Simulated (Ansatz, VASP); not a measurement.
# CaSe: VASP beside Ansatz

File POSCAR:

```
CaSe
1.0
    0.0000000000      2.9675351259      3.0651670315
    2.9675351259      0.0000000000      3.0651670315
    2.9675351259      2.9675351259      0.0000000000
Ca Se
1 1
Direct
    0.0000000000      0.0000000000      0.0000000000
    0.5000000000      0.5000000000      0.5000000000
```

The input INCAR.step1:

```
  ALGO = Normal
  EDIFF = 1E-5
  ENCUT = 520
  GGA = PE
  ISIF = 2
  ISMEAR = 0
  LASPH = T
  LCHARG = F
  LREAL = F
  LWAVE = T
  NBANDS = 15
  NELM = 100
  PREC = Accurate
  SIGMA = 0.01
```

INCAR.step2

```
  ALGO = Normal
  EDIFF = 1E-7
  ENCUT = 520
  GGA = PE
  HFSCREEN = 0.2079
  ISIF = 2
  ISMEAR = 0
  ISTART = 1
  LASPH = T
  LCHARG = F
  LHFCALC = T
  LREAL = F
  LWAVE = F
  NBANDS = 15
  NELM = 100
  PREC = Accurate
  PRECFOCK = Normal
  SIGMA = 0.01
```

The input KPOINTS:

```
k-points
0
Gamma
  6 6 6
```

Input for Ansatz:

```yaml
crystal:
  lattice:
    - [0.0, 2.9675351259, 3.0651670315]
    - [2.9675351259, 0.0, 3.0651670315]
    - [2.9675351259, 2.9675351259, 0.0]
  atoms:
    - { symbol: Ca, position: [0.0, 0.0, 0.0] }
    - { symbol: Se, position: [0.5, 0.5, 0.5] }
kpoints:
  mp_grid: { grid: [6, 6, 6] }
  band_path:
    path:
      - [0.0, 0.0, 0.0]
      - [0.5, 0.0, 0.5]
      - [0.625, 0.25, 0.625]
      - [0.375, 0.375, 0.75]
      - [0.5, 0.5, 0.5]
      - [0.5, 0.25, 0.75]
      - [0.0, 0.5, 0.5]
    npoints: 1
hamiltonian:
  xc: hse06
scf:
  occupations: { method: fixed }
  n_extra_bands: 4
output:
  forces: true
  stress: true
  eigenvalues: true
```

Change from the starting cell: uniaxial_z strain +3.3%.

Alike in both runs: task single point; functional HSE06; k mesh 6 × 6 × 6; no spin polarisation.

|  | VASP | Ansatz |
| --- | --- | --- |
| version | VASP 6.6.1 | Ansatz 0.2.0 |
| potentials or method | VASP PAW PBE potentials, release 64 (Ca_sv, Se) | plane waves, PAW |
| plane-wave cutoff (eV) | 520 | 420 |
| occupations | gaussian, width 0.01 eV | fixed |
| valence electrons in the cell | 16 | 26 |

|  | VASP | Ansatz | Ansatz less VASP |
| --- | --- | --- | --- |
| gap on the k mesh at the Fermi level (eV) | 3.08 | 3.07 | -0.010 |
| pressure (GPa) | -1.2 | -1.3 | -0.05 |
| traceless stress, the component that is largest in VASP (GPa) | -1.62 | -1.61 | +0.017 |

VASP's potentials hold 16 valence electrons a cell and Ansatz's 26, so a difference there can come from the potentials and not from the codes. Ansatz's warnings: stress exchange threshold loose, stress scf threshold loose.
